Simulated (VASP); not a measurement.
Set up this calculation in VASP 6.6.1, as the native input.

```
Task                   : single point
Functional             : PBEsol
Potentials or basis    : VASP PAW PBE potentials, release 64 (Y_sv)
Cutoff                 : 500 eV
k mesh                 : 8 × 8 × 8
Occupations            : gaussian, width 0.1 eV
Spin                   : no spin polarisation
Dipole correction      : no
Further INCAR settings : ALGO = Normal; EDIFF = 1e-06; NBANDS = 12
```

The structure of Y lies in POSCAR:

```
Y
1.0
   -1.9858396026      1.9858396026      1.9858396026
    1.9858396026     -1.9858396026      1.9858396026
    1.9858396026      1.9858396026     -1.9858396026
Y
1
Direct
    0.0000000000      0.0000000000      0.0000000000
```

This isn't the form of Y at room conditions, which is hcp.

These files were run (other wordings do the same):

INCAR

```
SYSTEM = Y
  PREC = Accurate
  ENCUT = 500
  EDIFF = 1E-6
  ISMEAR = 0
  SIGMA = 0.1
  LREAL = .False.
  LASPH = .True.
  NELM = 120
  ALGO = Normal
  ISIF = 2
  LWAVE = .False.
  LCHARG = .True.
  GGA = PS
  LELF = .True.
  LVHAR = .True.
  NBANDS = 12
  GGA_COMPAT = .False.
```

KPOINTS

```
Automatic mesh
0
Gamma
  8 8 8
  0 0 0
```

Potentials or basis: VASP PAW PBE potentials, release 64 (Y_sv).

The run is started by

```bash
$ cat potpaw_PBE.64/Y_sv/POTCAR > POTCAR
$ mpirun -np 1 vasp_std > vasp.out
```

Results of the run:

| Quantity | Value |
| --- | --- |
| Pressure | 0.0 GPa |
| Band gap on the k mesh | zero (an odd number of electrons rules out a gap without spin polarisation) |

Caveat: the PAW data sets were made with another functional, which shifts forces and pressure a little.

Wall time 14 s on 1 thread of Intel(R) Xeon(R) Platinum 8488C (Sapphire Rapids), on a shared host, peak memory 0.17 GiB.
